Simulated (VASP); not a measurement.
# Si8N (a cell with a defect) in VASP: notebook, part 2 of 2

VASP 6.6.1.

## 5. Single point, LDA

INCAR

```
SYSTEM = Si8N
ALGO = Normal ; EDIFF = 1E-6
ENCUT = 520 ; GGA_COMPAT = .False.
ISIF = 2 ; ISMEAR = 0
ISYM = 0 ; LASPH = .True.
LCHARG = .True. ; LELF = .True.
LREAL = .False. ; LVHAR = .True.
LWAVE = .False. ; NBANDS = 28
NELM = 120 ; PREC = Accurate
SIGMA = 0.15
```

KPOINTS

```
k-points
0
Gamma
  6 6 6
  0 0 0
```

POSCAR

```
Si8N
1.0
    4.6579848274      2.6892887940      1.8598059153
   -4.6579848274      2.6892887940      1.8598059153
    0.0000000000     -5.3785775880      1.8598059153
Si N
8 1
Direct
    0.0230623328      0.7214165780      0.5253456073
    0.9769376672      0.2785834220      0.4746543927
    0.7155045384      0.7155045384      0.7155045384
    0.2785834220      0.4746543927      0.9769376672
    0.4746543927      0.9769376672      0.2785834220
    0.7214165780      0.5253456073      0.0230623328
    0.2844954616      0.2844954616      0.2844954616
    0.5253456073      0.0230623328      0.7214165780
    0.0214165780      0.1253456073     -1.0769376672
```

Potentials or basis: VASP PAW LDA potentials, release 64 (Si, N).

On the command line:

```
> cat potpaw_LDA.64/Si/POTCAR potpaw_LDA.64/N/POTCAR > POTCAR
> mpirun -np 1 vasp_std > vasp.out
```

OUTCAR:

```text
SYSTEM = Si8N
   EDIFF = 1E-6
   ENCUT = 520
   ISIF = 2
   ISMEAR = 0
   ISYM = 0
   LASPH = .True.
   LREAL = .False.
   NELM = 120
   PREC = Accurate

 ion  position               nearest neighbor table
   1  0.023  0.721  0.525-   3 2.35   2 2.35   8 2.36   6 2.36
   2  0.977  0.279  0.475-   7 2.35   1 2.35   5 2.36   4 2.36
   3  0.716  0.716  0.716-   9 1.96   8 2.35   1 2.35   6 2.35   7 2.40
   4  0.279  0.475  0.977-   9 1.87   7 2.35   6 2.35   5 2.36   2 2.36
   5  0.475  0.977  0.279-   7 2.35   8 2.35   4 2.36   2 2.36
   6  0.721  0.525  0.023-   3 2.35   4 2.35   8 2.36   1 2.36
   7  0.284  0.284  0.284-   9 1.74   5 2.35   2 2.35   4 2.35   3 2.40
   8  0.525  0.023  0.721-   3 2.35   5 2.35   6 2.36   1 2.36   9 2.42
   9  0.021  0.125  0.923-   7 1.74   4 1.87   3 1.96   8 2.42

IMPORTANT INFORMATION: All symmetrisations will be switched off!
NOSYMM: (Re-)initialisation of all symmetry stuff for point group C_1.

----------------------------------------------------------------------------------------

                                     Primitive cell

  volume of cell :     139.7830

  direct lattice vectors                    reciprocal lattice vectors
     4.657984827  2.689288794  1.859805915     0.107342557  0.061974254  0.179230172
    -4.657984827  2.689288794  1.859805915    -0.107342557  0.061974254  0.179230172
     0.000000000 -5.378577588  1.859805915     0.000000000 -0.123948508  0.179230172

  length of vectors
     5.691043394  5.691043394  5.691043394     0.217914403  0.217914403  0.217914403

  position of ions in fractional coordinates (direct lattice)
     0.023062333  0.721416578  0.525345607
     0.976937667  0.278583422  0.474654393
     0.715504538  0.715504538  0.715504538
     0.278583422  0.474654393  0.976937667
     0.474654393  0.976937667  0.278583422
     0.721416578  0.525345607  0.023062333
     0.284495462  0.284495462  0.284495462
     0.525345607  0.023062333  0.721416578
     0.021416578  0.125345607  0.923062333

  ion indices of the primitive-cell ions
   primitive index   ion index
                 1           1
                 2           2
                 3           3
                 4           4
                 5           5
                 6           6
                 7           7
                 8           8
                 9           9

----------------------------------------------------------------------------------------

 KPOINTS: k-points

Automatic generation of k-mesh.
 Grid dimensions read from file:
 generate k-points for:    6    6    6

 Generating k-lattice:

  Cartesian coordinates                     Fractional coordinates (reciprocal lattice)
     0.017890426  0.010329042  0.029871695     0.166666667  0.000000000  0.000000000
    -0.017890426  0.010329042  0.029871695     0.000000000  0.166666667  0.000000000
     0.000000000 -0.020658085  0.029871695     0.000000000  0.000000000  0.166666667

  Length of vectors
     0.036319067  0.036319067  0.036319067

  Shift w.r.t. Gamma in fractional coordinates (k-lattice)
     0.000000000  0.000000000  0.000000000

 Subroutine IBZKPT returns following result:
 ===========================================

 Found    112 irreducible k-points:

 Following reciprocal coordinates:
            Coordinates               Weight
  0.000000  0.000000  0.000000      1.000000
  0.166667 -0.000000  0.000000      2.000000
 -0.000000  0.166667  0.000000      2.000000
  0.000000  0.000000  0.166667      2.000000
  0.333333 -0.000000  0.000000      2.000000
 -0.000000  0.333333  0.000000      2.000000
[... 16 lines left out ...]
 -0.166667  0.500000  0.000000      2.000000
  0.166667  0.000000  0.500000      2.000000
 [... further k-points ...]
   k-points           NKPTS =    112   k-points in BZ     NKDIM =    112   number of bands    NBANDS=     28
   number of dos      NEDOS =    301   number of ions     NIONS =      9
   total plane-waves  NPLWV =  74088
   dimension x,y,z NGX =    42 NGY =   42 NGZ =   42
   dimension x,y,z NGXF=    84 NGYF=   84 NGZF=   84
   ions per type =               8   1
   NGX,Y,Z   is equivalent  to a cutoff of  12.27, 12.27, 12.27 a.u.
   NGXF,Y,Z  is equivalent  to a cutoff of  24.54, 24.54, 24.54 a.u.
 SYSTEM =  Si8N
   PREC   = accura    normal or accurate (medium, high low for compatibility)
   ISTART =      0    job   : 0-new  1-cont  2-samecut
   ICHARG =      2    charge: 1-file 2-atom 10-const
   ISPIN  =      1    spin polarized calculation?
   LNONCOLLINEAR =      F non collinear calculations
   LSORBIT =      F    spin-orbit coupling
   LASPH  =      T    aspherical Exc in radial PAW
   ENCUT  =  520.0 eV  38.22 Ry    6.18 a.u.  10.58 10.58 10.58*2*pi/ulx,y,z
   NELM   =    120;   NELMIN=  2; NELMDL= -5     # of ELM steps
   EDIFF  = 0.1E-05   stopping-criterion for ELM
   LREAL  =      F    real-space projection
   EDIFFG = 0.1E-04   stopping-criterion for IOM
   NSW    =      0    number of steps for IOM
   IBRION =     -1    ionic relax: 0-MD 1-quasi-New 2-CG
   NFREE  =      0    steps in history (QN), initial steepest desc. (CG)
   ISIF   =      2    stress and relaxation
   ISYM   =      0    0-nonsym 1-usesym 2-fastsym
   POTIM  = 0.5000    time-step for ionic-motion
   TEBEG  =    0.0;   TEEND  =   0.0 temperature during run
   PSTRESS=    0.0 pullay stress
   NELECT =      37.0000    total number of electrons
   NUPDOWN=      -1.0000    fix difference up-down
   EMIN   =  10.00;   EMAX   =-10.00  energy-range for DOS
   EFERMI =   0.00;   METHOD = LEGACY
   ISMEAR =     0;   SIGMA  =   0.15  broadening in eV -4-tet -1-fermi 0-gaus
   EFERMI_NEDOS =   21; number of points for ismear=-14 and -15
   IALGO  =     38    algorithm
   IMIX   =      4    mixing-type and parameters
     AMIX     =   0.40;   BMIX     =  1.00
     AMIX_MAG =   1.60;   BMIX_MAG =  1.00
  volume/ion in A,a.u.               =      15.53       104.81
  Fermi-wavevector in a.u.,A,eV,Ry     =   1.051132  1.986352 15.032786  1.104879
  Thomas-Fermi vector in A             =   2.186163
   LORBIT       =      0    0 simple, 1 ext, 2 COOP (PROOUT), +10 PAW based schemes
   GGA     = CA    functional components
   LHFCALC =     F    Hartree Fock is set to
   AEXX    =    0.0000 exact exchange contribution
   IVDW    =     0    specifies the selected vdW correction
   LEPSILON=     F    determine dielectric tensor
   LRPA    =     F    only Hartree local field effects (RPA)
 non-spin polarized calculation
 Gauss-broadening in eV      SIGMA  =   0.15
  energy-cutoff  :      520.00
  volume of cell :      139.78
 maximum number of plane-waves:      3786
   NGX = 21   NGY = 21   NGZ = 21

 number of electron      37.0000000 magnetization

 Free energy of the ion-electron system (eV)
  ---------------------------------------------------
  ext. energy  EPLUGINS =         0.00000000
  ---------------------------------------------------
  free energy    TOTEN  =       -54.22991829 eV

  energy without entropy =      -54.18433284  energy(sigma->0) =      -54.20712557

 E-fermi :   7.5932     XC(G=0): -10.5903

 val. band max:        7.5902050685   @ k =   0.1667  -0.3333  -0.3333
 cond. band min:       7.5935303305   @ k =   0.5000   0.3333  -0.1667
 fundamental gap:      0.0033252620
 Fermi energy:         7.5932251493

 k-point     1 :       0.0000    0.0000    0.0000
  band No.  band energies     occupation
      1      -8.8308      2.00000
      2      -4.0599      2.00000
      3      -1.9496      2.00000
      4      -0.4591      2.00000
      5      -0.1349      2.00000
      6       0.0029      2.00000
[... 20 lines left out ...]
     27      12.9234      0.00000
     28      13.4741      0.00000
[... 683 lines left out ...]
 k-point    24 :       0.1667    0.0000    0.5000
  band No.  band energies     occupation
      1      -8.7057      2.00000
      2      -3.9403      2.00000
      3      -2.8246      2.00000
      4      -1.5208      2.00000
      5      -1.1012      2.00000
      6       0.0451      2.00000
[... 20 lines left out ...]
     27      12.1961      0.00000
     28      12.3501      0.00000

 [... further k-points ...]

------------------------ aborting loop because EDIFF is reached ----------------------------------------

  FORCE on cell =-STRESS in cart. coord.  units (eV):
  Direction    XX          YY          ZZ          XY          YZ          ZX
  --------------------------------------------------------------------------------------
  -------------------------------------------------------------------------------------
  Total        5.5196443      4.1575685     -0.2589243     -0.5727714     -4.6608308      1.0405109
  in kB       63.2655503     47.6535889     -2.9677621     -6.5650426    -53.4219246     11.9262207
  external PRESSURE =      35.9837924 kB  Pullay stress =       0.0000000 kB

 VOLUME and BASIS-vectors are now :
 -----------------------------------------------------------------------------
  energy-cutoff  :      520.00
  volume of cell :      139.78
      direct lattice vectors                 reciprocal lattice vectors
     4.657984827  2.689288794  1.859805915     0.107342557  0.061974254  0.179230172
    -4.657984827  2.689288794  1.859805915    -0.107342557  0.061974254  0.179230172
     0.000000000 -5.378577588  1.859805915     0.000000000 -0.123948508  0.179230172

 POSITION                                       TOTAL-FORCE (eV/Angst)
 -----------------------------------------------------------------------------------
     -3.25292     -0.82349      2.36163         0.110482      0.326716     -0.417308
      3.25292      0.82349      3.21779         0.087829      0.156490      0.331645
      0.00000      0.00000      3.99210        -0.342461      0.599247      1.038057
     -0.91330     -3.22886      3.21779        -0.271430      0.708829     -1.635228
     -2.33963      2.40537      3.21779         0.102528     -0.113723      0.238736
      0.91330      3.22886      2.36163         0.140397     -0.193275     -0.095326
      0.00000      0.00000      1.58732         0.661574     -1.735952     -0.540138
      2.33963     -2.40537      2.36163        -0.158471     -0.124174      0.091271
     -0.48410     -4.57008      1.98967        -0.330449      0.375842      0.988291
 -----------------------------------------------------------------------------------
    total drift:                                0.000021      0.000014     -0.000070

  FREE ENERGIE OF THE ION-ELECTRON SYSTEM (eV)
  ---------------------------------------------------
  free  energy   TOTEN  =       -54.2299182925 eV

  energy  without entropy=      -54.1843328392  energy(sigma->0) =      -54.20712557
```

Wall time 16 min (1 thread of Oxide Virtual Turin-like, shared host); peak memory 0.4 GiB.

Results:

| Quantity | Value |
| --- | --- |
| Free energy | -54.2299 eV |
| Pressure | 3.6 GPa |
| Largest force | 1.935 eV/Å |
| Band gap on the k mesh | zero (an odd number of electrons rules out a gap without spin polarisation) |

Forces in eV/Å, atoms in the order of the input:
```
Si   0.110  0.327 -0.417
Si   0.088  0.156  0.332
Si  -0.342  0.599  1.038
Si  -0.271  0.709 -1.635
Si   0.103 -0.114  0.239
Si   0.140 -0.193 -0.095
Si   0.662 -1.736 -0.540
Si  -0.158 -0.124  0.091
N   -0.330  0.376  0.988
```

Levels at points of the mesh, in eV from the Fermi level:
```
           k point  band 15  band 16  band 17  band 18  band 19  band 20  band 21  band 22  band 23  band 24
(0.00, 0.00, 0.00)    -2.12    -1.30    -0.83    -0.50     0.91     0.94     2.13     3.31     3.89     4.43
(0.50, 0.00, 0.00)    -2.17    -1.46    -1.10    -0.62     0.09     1.24     1.61     2.15     2.44     3.02
(0.00, 0.50, 0.00)    -2.02    -1.40    -1.19    -0.64    -0.07     1.14     1.87     2.27     2.35     2.96
(0.00, 0.00, 0.50)    -2.28    -1.66    -1.39    -0.76     0.16     1.20     1.54     2.30     2.78     3.10
(0.50, 0.50, 0.00)    -2.08    -1.67    -1.39    -0.77    -0.21     0.99     1.70     2.06     2.30     2.61
(0.50, 0.00, 0.50)    -2.17    -1.73    -1.39    -0.55    -0.14     0.69     1.48     1.97     2.20     3.17
(0.00, 0.50, 0.50)    -2.06    -1.53    -1.09    -0.56    -0.18     0.64     1.09     1.98     2.20     3.04
(0.50, 0.50, 0.50)    -1.73    -0.93    -0.63    -0.24     0.63     1.04     2.51     2.96     3.00     3.11
```

Caveat: an odd number of electrons without spin polarisation forces a metal; a magnetic or distorted state may lie lower.

## 6. Overview

```tsv
cell	gap on the mesh (eV)	pressure (GPa)	largest force (eV/Å)
as given, atomic positions A	none	3.6	1.93
as given, atomic positions B	none	24.6	26.64
as given, atomic positions C	none	14.5	14.13
```

Alike in all rows: task single point; level LDA; potentials or basis VASP PAW LDA potentials, release 64 (Si, N); no spin polarisation; k mesh 6 × 6 × 6; cutoff (eV) 520; smearing gaussian 0.15 eV.

Caveats: an odd number of electrons without spin polarisation forces a metal; a magnetic or distorted state may lie lower.

Absolute energies hang on the potentials; compare differences alone.
